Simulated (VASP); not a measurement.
MnPt2:

```
Pt Mn
1.0
     2.85840    0.00000    0.00000
    -1.42920    2.47545    0.00000
     0.00000    0.00000    6.53250
Pt Mn
2 1
Cartesian
  1.4292 0.8252 2.0656
  0.0000 1.6503 4.4669
  0.0000 0.0000 0.0000
```

Base run:

- Program: VASP 6.6.1
- Functional: PBEsol
- Potentials or basis: VASP PAW PBE potentials, release 64 (Pt, Mn_pv)
- Cutoff: 520 eV
- k mesh: 9 × 9 × 4
- Occupations: fermi-dirac, width 0.05 eV
- Spin: collinear spin, ferromagnetic start
- Starting moments: [0.0, 0.0, 6.0] μB
- Fixed moment: 6 μB

Its results: pressure -2.7 GPa; site moments Pt +0.83; Mn +4.02 μB; largest force 0.310 eV/Å.

The run is repeated on the same cell with these changes: functional from PBEsol to PBE. What comes out?

Pressure 5.7 GPa; site moments Pt +0.83; Mn +4.03 μB; largest force 0.290 eV/Å.

PBE binds less tightly than PBEsol, so the same cell stands under more pressure.

Caveats: the total moment is fixed, so each spin has its own Fermi level and the state may be an excited one; the stress differs along the axes, from -5 to 1 GPa (at least some runs); the PAW data sets were made with another functional, which shifts forces and pressure a little (at least some runs); the stress differs along the axes, from 4 to 10 GPa (at least some runs).
